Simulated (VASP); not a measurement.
Set up this calculation in VASP 6.6.1, as the native input.

- Task: single point
- Functional: LDA
- Potentials or basis: VASP PAW LDA potentials, release 64 (Al, N)
- Cutoff: 520 eV
- k mesh: 12 × 12 × 6
- Occupations: gaussian, width 0.01 eV
- Spin: no spin polarisation
- Dipole correction: no
- Further INCAR settings: ALGO = Normal; EDIFF = 1e-06; NBANDS = 16

The structure of AlN lies in POSCAR:

```
AlN
1.0
    3.3121160000      0.0000000000      0.0000000000
   -1.6560580000      2.8683760000      0.0000000000
    0.0000000000      0.0000000000      4.1875630000
Al N
2 2
Direct
    0.3333333333      0.6666666667      0.7500000000
    0.6666666667      0.3333333333      0.2500000000
    0.3333333333      0.6666666667      0.2500000000
    0.6666666667      0.3333333333      0.7500000000
```

The input as run:

INCAR

```
ALGO = Normal
EDIFF = 1E-6
ENCUT = 520
GGA = CA
ISIF = 2
ISMEAR = 0
LASPH = True
LCHARG = True
LELF = True
LREAL = False
LVHAR = True
LWAVE = False
NBANDS = 16
NELM = 100
PREC = Accurate
SIGMA = 0.01
```

KPOINTS

```
k-points
0
Gamma
  12 12 6
```

Potentials or basis: VASP PAW LDA potentials, release 64 (Al, N).

Launch:

```console
$ cat potpaw_LDA.64/Al/POTCAR potpaw_LDA.64/N/POTCAR > POTCAR
$ mpirun -np 1 vasp_std > vasp.out
```

It gave:

```yaml
Pressure: -8.2 GPa
Band_gap_on_the_k_mesh: 3.28 eV
```

Caveat: the cell stands under tension.

Run time: 36 s on 1 thread of AMD EPYC 7R13 Processor (Zen 3), with other jobs on the host, peak memory 0.13 GiB.
